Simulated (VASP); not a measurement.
The system is LiTlSe2.

```
Li Se Tl
1.0
     4.26392    0.00000    0.00000
     0.00000    4.26392    0.00000
     0.00000    0.00000    5.98025
Li Se Tl
1 2 1
Direct
  0.00000 0.00000 0.00000
  0.00000 0.50000 0.22921
  0.50000 0.00000 0.77079
  0.50000 0.50000 0.50000
```

Program: VASP 6.6.1. Alike in all runs: task single point; potentials or basis VASP PAW PBE potentials, release 64 (Li_sv, Se, Tl_d); no spin polarisation; cell as given; k mesh 4 × 4 × 2; cutoff (eV) 520; smearing gaussian 0.01 eV.

Order these runs on this cell by their band gap on the k mesh, lowest first.
A. level PBE
B. level HSE06; grid for exact exchange (PRECFOCK) Normal; share of exact exchange 0.25; screening parameter 0.2079 1/Å
C. level r2SCAN

A (0.43 eV), C (0.71 eV), B (1.17 eV).

Caveats: all runs use coarse meshes; spin-orbit coupling is left out, which moves the levels of the heavy elements.

A k mesh can miss the band edges.
